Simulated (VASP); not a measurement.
Set up this calculation in VASP 6.6.1, as the native input.

```yaml
Task: single point
Functional: PBE
Potentials_or_basis: VASP PAW PBE potentials, release 64 (B, P)
Cutoff: 520 eV
k_mesh: 12 × 12 × 12
Occupations: gaussian, width 0.05 eV
Spin: no spin polarisation
Dipole_correction: no
Further_INCAR_settings: ALGO = Normal; EDIFF = 1e-06; NBANDS = 11
```

The structure of BP lies in POSCAR:

```
BP
1.0
    0.0000000000      2.0984699092      2.3674073886
    2.3674073886      0.0000000000      2.3674073886
    2.3674073886      2.0984699092      0.0000000000
B P
1 1
Direct
    0.0000000000      0.0000000000      0.0000000000
    0.7500000000      0.7500000000      0.7500000000
```

These files were run (other wordings do the same):

INCAR

```
SYSTEM = BP
  PREC = Accurate
  ENCUT = 520
  EDIFF = 1E-6
  ISMEAR = 0
  SIGMA = 0.05
  LREAL = .FALSE.
  LASPH = .TRUE.
  NELM = 80
  ALGO = Normal
  ISIF = 2
  LWAVE = .FALSE.
  LCHARG = .FALSE.
  GGA = PE
  NBANDS = 11
```

KPOINTS

```
Automatic mesh
0
G
  12 12 12
  0 0 0
```

Potentials or basis: VASP PAW PBE potentials, release 64 (B, P).

Command:

```console
$ cat potpaw_PBE.64/B/POTCAR potpaw_PBE.64/P/POTCAR > POTCAR
$ mpirun -np 1 vasp_std > vasp.out
```

It gave:

The pressure is -0.5 GPa. The band gap on the k mesh is zero (bands 4 and 5 overlap by 0.48 eV).

Caveat: semilocal functionals underestimate gaps, so a narrow gap can read as zero.

It took 37 s on 1 thread of Intel Xeon 8259CL, on a shared host, peak memory 0.17 GiB.
